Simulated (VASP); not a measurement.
# Lu (Pm-3m) in VASP: a series of runs

The runs below take Lu through single point, relaxation of cell and atoms, with PBEsol.

All numbers are computed with VASP 6.6.1; they aren't measurements. Logs are shortened: lines on timing, memory, paths and dates and some standing lists are left out, and cuts for length are marked.

## 1. The cell of the first run

The structure is cubic, space group Pm-3m (No. 221). The conventional cell has a = 3.122 Å, b = 3.122 Å, c = 3.122 Å, α = 90.00°, β = 90.00°, γ = 90.00°. Lu (site symmetry m-3m) has 6 Lu at 3.12 Å within 4.1 Å.

This isn't the form of Lu at room conditions, which is hcp.

## 2. Single point, PBEsol

Contents of INCAR:

```
SYSTEM = Lu
PREC = Accurate
ENCUT = 520
EDIFF = 1E-6
ISMEAR = -1
SIGMA = 0.1
LREAL = .FALSE.
LASPH = .TRUE.
NELM = 80
ALGO = Normal
ISIF = 2
LWAVE = .FALSE.
LCHARG = .TRUE.
GGA = PS
LELF = .TRUE.
LVHAR = .TRUE.
NBANDS = 18
```

Contents of KPOINTS:

```
Automatic mesh
0
G
  8 8 8
  0 0 0
```

Contents of POSCAR:

```
Lu
1.0
    3.1215077324      0.0000000000      0.0000000000
    0.0000000000      3.1215077324      0.0000000000
    0.0000000000      0.0000000000      3.1215077324
Lu
1
Direct
    0.0000000000      0.0000000000      0.0000000000
```

Potentials or basis: VASP PAW PBE potentials, release 64 (Lu).

Launch:

```console
cat potpaw_PBE.64/Lu/POTCAR > POTCAR
mpirun -np 1 vasp_std > vasp.out
```

OUTCAR:

```text
SYSTEM = Lu
   PREC = Accurate
   ENCUT = 520
   EDIFF = 1E-6
   ISMEAR = -1
   LREAL = .FALSE.
   LASPH = .TRUE.
   NELM = 80
   ISIF = 2
   GGA = PS

 ion  position               nearest neighbor table
   1  0.000  0.000  0.000-

  LATTYP: Found a simple cubic cell.
 ALAT       =     3.1215077324

  Lattice vectors:

 A1 = (   3.1215077324,   0.0000000000,   0.0000000000)
 A2 = (   0.0000000000,   3.1215077324,   0.0000000000)
 A3 = (   0.0000000000,   0.0000000000,   3.1215077324)

Analysis of symmetry for initial positions (statically):
=====================================================================
 Subroutine PRICEL returns:
 Original cell was already a primitive cell.

 Routine SETGRP: Setting up the symmetry group for a
 simple cubic supercell.

 Subroutine GETGRP returns: Found 48 space group operations
 (whereof 48 operations were pure point group operations)
 out of a pool of 48 trial point group operations.

The static configuration has the point symmetry O_h .

Analysis of symmetry for dynamics (positions and initial velocities):
=====================================================================
 Subroutine PRICEL returns:
 Original cell was already a primitive cell.

 Routine SETGRP: Setting up the symmetry group for a
 simple cubic supercell.

 Subroutine GETGRP returns: Found 48 space group operations
 (whereof 48 operations were pure point group operations)
 out of a pool of 48 trial point group operations.

The dynamic configuration has the point symmetry O_h .

 Subroutine INISYM returns: Found 48 space group operations
 (whereof 48 operations are pure point group operations),
 and found     1 'primitive' translations

----------------------------------------------------------------------------------------

                                     Primitive cell

  volume of cell :      30.4154

  direct lattice vectors                    reciprocal lattice vectors
     3.121507732  0.000000000  0.000000000     0.320358008  0.000000000  0.000000000
     0.000000000  3.121507732  0.000000000     0.000000000  0.320358008  0.000000000
     0.000000000  0.000000000  3.121507732     0.000000000  0.000000000  0.320358008

  length of vectors
     3.121507732  3.121507732  3.121507732     0.320358008  0.320358008  0.320358008

  position of ions in fractional coordinates (direct lattice)
     0.000000000  0.000000000  0.000000000

  ion indices of the primitive-cell ions
   primitive index   ion index
                 1           1

----------------------------------------------------------------------------------------

 KPOINTS: Automatic mesh

Automatic generation of k-mesh.
 Grid dimensions read from file:
 generate k-points for:    8    8    8

 Generating k-lattice:

  Cartesian coordinates                     Fractional coordinates (reciprocal lattice)
     0.040044751  0.000000000  0.000000000     0.125000000  0.000000000  0.000000000
     0.000000000  0.040044751  0.000000000     0.000000000  0.125000000  0.000000000
     0.000000000  0.000000000  0.040044751     0.000000000  0.000000000  0.125000000

  Length of vectors
     0.040044751  0.040044751  0.040044751

  Shift w.r.t. Gamma in fractional coordinates (k-lattice)
     0.000000000  0.000000000  0.000000000

 Subroutine IBZKPT returns following result:
 ===========================================

 Found     35 irreducible k-points:

 Following reciprocal coordinates:
            Coordinates               Weight
  0.000000  0.000000  0.000000      1.000000
  0.125000  0.000000  0.000000      6.000000
  0.250000  0.000000  0.000000      6.000000
  0.375000  0.000000  0.000000      6.000000
  0.500000  0.000000  0.000000      3.000000
  0.125000  0.125000  0.000000     12.000000
[... 16 lines left out ...]
  0.375000  0.375000  0.125000     24.000000
  0.500000  0.375000  0.125000     24.000000
 [... further k-points ...]
   k-points           NKPTS =     35   k-points in BZ     NKDIM =     35   number of bands    NBANDS=     18
   number of dos      NEDOS =    301   number of ions     NIONS =      1
   total plane-waves  NPLWV =  13824
   dimension x,y,z NGX =    24 NGY =   24 NGZ =   24
   dimension x,y,z NGXF=    48 NGYF=   48 NGZF=   48
   ions per type =               1
   NGX,Y,Z   is equivalent  to a cutoff of  12.78, 12.78, 12.78 a.u.
   NGXF,Y,Z  is equivalent  to a cutoff of  25.56, 25.56, 25.56 a.u.
 SYSTEM =  Lu
   PREC   = accura    normal or accurate (medium, high low for compatibility)
   ISTART =      0    job   : 0-new  1-cont  2-samecut
   ICHARG =      2    charge: 1-file 2-atom 10-const
   ISPIN  =      1    spin polarized calculation?
   LNONCOLLINEAR =      F non collinear calculations
   LSORBIT =      F    spin-orbit coupling
   LASPH  =      T    aspherical Exc in radial PAW
   ENCUT  =  520.0 eV  38.22 Ry    6.18 a.u.   5.80  5.80  5.80*2*pi/ulx,y,z
   NELM   =     80;   NELMIN=  2; NELMDL= -5     # of ELM steps
   EDIFF  = 0.1E-05   stopping-criterion for ELM
   LREAL  =      F    real-space projection
   EDIFFG = 0.1E-04   stopping-criterion for IOM
   NSW    =      0    number of steps for IOM
   IBRION =     -1    ionic relax: 0-MD 1-quasi-New 2-CG
   NFREE  =      0    steps in history (QN), initial steepest desc. (CG)
   ISIF   =      2    stress and relaxation
   ISYM   =      2    0-nonsym 1-usesym 2-fastsym
   POTIM  = 0.5000    time-step for ionic-motion
   TEBEG  =    0.0;   TEEND  =   0.0 temperature during run
   PSTRESS=    0.0 pullay stress
   NELECT =      25.0000    total number of electrons
   NUPDOWN=      -1.0000    fix difference up-down
   EMIN   =  10.00;   EMAX   =-10.00  energy-range for DOS
   EFERMI =   0.00;   METHOD = LEGACY
   ISMEAR =    -1;   SIGMA  =   0.10  broadening in eV -4-tet -1-fermi 0-gaus
   EFERMI_NEDOS =   21; number of points for ismear=-14 and -15
   IALGO  =     38    algorithm
   IMIX   =      4    mixing-type and parameters
     AMIX     =   0.40;   BMIX     =  1.00
     AMIX_MAG =   1.60;   BMIX_MAG =  1.00
  volume/ion in A,a.u.               =      30.42       205.25
  Fermi-wavevector in a.u.,A,eV,Ry     =   1.533523  2.897939 31.996741  2.351694
  Thomas-Fermi vector in A             =   2.640579
   LORBIT       =      0    0 simple, 1 ext, 2 COOP (PROOUT), +10 PAW based schemes
   GGA     = PS    functional components
   LHFCALC =     F    Hartree Fock is set to
   AEXX    =    0.0000 exact exchange contribution
   IVDW    =     0    specifies the selected vdW correction
   LEPSILON=     F    determine dielectric tensor
   LRPA    =     F    only Hartree local field effects (RPA)
 non-spin polarized calculation
  energy-cutoff  :      520.00
  volume of cell :       30.42
 maximum number of plane-waves:       840
 NGX is ok and might be reduce to    24
   NGX = 11   NGY = 11   NGZ = 11

 number of electron      24.9999992 magnetization

 Free energy of the ion-electron system (eV)
  ---------------------------------------------------
  ext. energy  EPLUGINS =         0.00000000
  ---------------------------------------------------
  free energy    TOTEN  =        -4.09608514 eV

  energy without entropy =       -4.01999993  energy(sigma->0) =       -4.05804253

 E-fermi :   1.8728     XC(G=0): -10.5142

 val. band max:        1.8499781206   @ k =   0.1250   0.1250   0.0000
 cond. band min:       1.8867599421   @ k =   0.3750   0.2500   0.1250
 fundamental gap:      0.0367818215
 Fermi energy:         1.8728492414

 k-point     1 :       0.0000    0.0000    0.0000
  band No.  band energies     occupation
      1     -54.6481      2.00000
      2     -24.9978      2.00000
      3     -24.9978      2.00000
      4     -24.9978      2.00000
      5      -3.9492      2.00000
      6      -3.3792      2.00000
[... 10 lines left out ...]
     17       8.3646      0.00000
     18      13.0269      0.00000

 k-point     2 :       0.1250    0.0000    0.0000
  band No.  band energies     occupation
      1     -54.6427      2.00000
      2     -25.1025      2.00000
      3     -24.9890      2.00000
      4     -24.9890      2.00000
      5      -3.6098      2.00000
      6      -3.3858      2.00000
[... 10 lines left out ...]
     17       8.4117      0.00000
     18      11.5391      0.00000

 k-point     3 :       0.2500    0.0000    0.0000
  band No.  band energies     occupation
      1     -54.6295      2.00000
      2     -25.3476      2.00000
      3     -24.9677      2.00000
      4     -24.9677      2.00000
      5      -3.4024      2.00000
      6      -3.4014      2.00000
[... 10 lines left out ...]
     17       8.5281      0.00000
     18       9.9271      0.00000

 k-point     4 :       0.3750    0.0000    0.0000
  band No.  band energies     occupation
      1     -54.6163      2.00000
      2     -25.5826      2.00000
      3     -24.9463      2.00000
      4     -24.9463      2.00000
      5      -3.4353      2.00000
      6      -3.4162      2.00000
[... 10 lines left out ...]
     17       8.6485      0.00000
     18       9.9440      0.00000

 k-point     5 :       0.5000    0.0000    0.0000
  band No.  band energies     occupation
      1     -54.6108      2.00000
      2     -25.6773      2.00000
      3     -24.9374      2.00000
      4     -24.9374      2.00000
      5      -3.4477      2.00000
      6      -3.4221      2.00000
[... 10 lines left out ...]
     17       8.6996      0.00000
     18      10.7227      0.00000

 k-point     6 :       0.1250    0.1250    0.0000
  band No.  band energies     occupation
      1     -54.6373      2.00000
      2     -25.0982      2.00000
      3     -25.0877      2.00000
      4     -24.9803      2.00000
      5      -3.3837      2.00000
      6      -3.3786      2.00000
[... 10 lines left out ...]
     17       7.9287      0.00000
     18      12.2196      0.00000

 k-point     7 :       0.2500    0.1250    0.0000
  band No.  band energies     occupation
      1     -54.6241      2.00000
      2     -25.3366      2.00000
      3     -25.0697      2.00000
      4     -24.9591      2.00000
      5      -3.4012      2.00000
      6      -3.3933      2.00000
[... 10 lines left out ...]
     17       7.9415      0.00000
     18      10.6329      0.00000

 k-point     8 :       0.3750    0.1250    0.0000
  band No.  band energies     occupation
      1     -54.6110      2.00000
      2     -25.5701      2.00000
      3     -25.0467      2.00000
      4     -24.9379      2.00000
      5      -3.4317      2.00000
      6      -3.4095      2.00000
[... 10 lines left out ...]
     17       8.0833      0.00000
     18      10.2270      0.00000
[... 229 lines left out ...]
     17       7.5129      0.00000
     18      10.7874      0.00000

 k-point    20 :       0.2500    0.2500    0.1250
  band No.  band energies     occupation
      1     -54.6058      2.00000
      2     -25.3087      2.00000
      3     -25.2888      2.00000
      4     -25.0379      2.00000
      5      -3.3925      2.00000
      6      -3.3891      2.00000
[... 10 lines left out ...]
     17       6.2733      0.00000
     18      12.4975      0.00000

 k-point    21 :       0.3750    0.2500    0.1250
  band No.  band energies     occupation
      1     -54.5927      2.00000
      2     -25.5275      2.00000
      3     -25.2716      2.00000
      4     -25.0155      2.00000
      5      -3.4195      2.00000
      6      -3.3886      2.00000
[... 10 lines left out ...]
     17       6.3979      0.00000
     18      11.2262      0.00000

 k-point    22 :       0.5000    0.2500    0.1250
  band No.  band energies     occupation
      1     -54.5873      2.00000
      2     -25.6194      2.00000
      3     -25.2605      2.00000
      4     -25.0062      2.00000
      5      -3.4309      2.00000
      6      -3.3899      2.00000
[... 10 lines left out ...]
     17       6.8525      0.00000
     18      10.8413      0.00000

 k-point    23 :       0.3750    0.3750    0.1250
  band No.  band energies     occupation
      1     -54.5798      2.00000
      2     -25.5015      2.00000
      3     -25.4921      2.00000
      4     -24.9935      2.00000
      5      -3.4159      2.00000
      6      -3.4141      2.00000
[... 10 lines left out ...]
     17       6.4812      0.00000
     18      11.2384      0.00000

 k-point    24 :       0.5000    0.3750    0.1250
  band No.  band energies     occupation
      1     -54.5744      2.00000
      2     -25.5876      2.00000
      3     -25.4841      2.00000
      4     -24.9844      2.00000
      5      -3.4255      2.00000
      6      -3.4134      2.00000
[... 10 lines left out ...]
     17       7.2881      0.00000
     18      10.6898      0.00000

 [... further k-points ...]
[... 5 lines left out ...]
  --------------------------------------------------------------------------------------
  -------------------------------------------------------------------------------------
  Total        0.0262932      0.0262932      0.0262932      0.0000000      0.0000000     -0.0000000
  in kB        1.3850372      1.3850372      1.3850372      0.0000000      0.0000000     -0.0000000
  external PRESSURE =       1.3850372 kB  Pullay stress =       0.0000000 kB

 VOLUME and BASIS-vectors are now :
 -----------------------------------------------------------------------------
  energy-cutoff  :      520.00
  volume of cell :       30.42
      direct lattice vectors                 reciprocal lattice vectors
     3.121507732  0.000000000  0.000000000     0.320358008  0.000000000  0.000000000
     0.000000000  3.121507732  0.000000000     0.000000000  0.320358008  0.000000000
     0.000000000  0.000000000  3.121507732     0.000000000  0.000000000  0.320358008

 POSITION                                       TOTAL-FORCE (eV/Angst)
 -----------------------------------------------------------------------------------
      0.00000      0.00000      0.00000         0.000000      0.000000      0.000000
 -----------------------------------------------------------------------------------
    total drift:                                0.000000      0.000000      0.000000

  FREE ENERGIE OF THE ION-ELECTRON SYSTEM (eV)
  ---------------------------------------------------
  free  energy   TOTEN  =        -4.0960851379 eV

  energy  without entropy=       -4.0199999298  energy(sigma->0) =       -4.05804253
```

Wall time 6.9 s (1 thread of Intel Xeon 6975P-C (Granite Rapids), shared host); peak memory 0.15 GiB.

What came out:

```
Free energy            : -4.0961 eV
Pressure               : 0.1 GPa
Band gap on the k mesh : zero (an odd number of electrons rules out a gap without spin polarisation)
```

Caveat: the PAW data sets were made with another functional, which shifts forces and pressure a little; spin-orbit coupling is left out, which moves the levels of the heavy elements.

(Part 1 of 2 ends here.)
